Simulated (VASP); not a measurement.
Here is a VASP 6.6.1 calculation.

File INCAR:

```
ALGO = Fast
EDIFF = 1E-7
ENCUT = 520
GGA = PE
ISIF = 2
ISMEAR = 0
LASPH = T
LCHARG = F
LREAL = F
LWAVE = F
NBANDS = 32
NELM = 60
PREC = Accurate
SIGMA = 0.1
```

KPOINTS

```
k-points
0
Gamma
  6 6 6
```

File POSCAR:

```
Cs4Au
1.0
   -4.4620395455      4.4620395455      4.4620395455
    4.4620395455     -4.4620395455      4.4620395455
    4.4620395455      4.4620395455     -4.4620395455
Cs Au
4 1
Direct
    0.0000000000      0.0000000000      0.5000000000
    0.5000000000      0.0000000000      0.0000000000
    0.0000000000      0.5000000000      0.0000000000
    0.5000000000      0.5000000000      0.5000000000
    0.0000000000      0.0000000000      0.0000000000
```

Potentials or basis: VASP PAW PBE potentials, release 64 (Cs_sv, Au).

Launch:

```bash
$ cat potpaw_PBE.64/Cs_sv/POTCAR potpaw_PBE.64/Au/POTCAR > POTCAR
$ mpirun -np 1 vasp_std > vasp.out
```

Problem. Predict the band gap on the k mesh.

Solution. Zero (an odd number of electrons rules out a gap without spin polarisation).

Problem. What does it give for the pressure?

Solution. 0.4 GPa.

Caveat: spin-orbit coupling is left out, which moves the levels of the heavy elements.
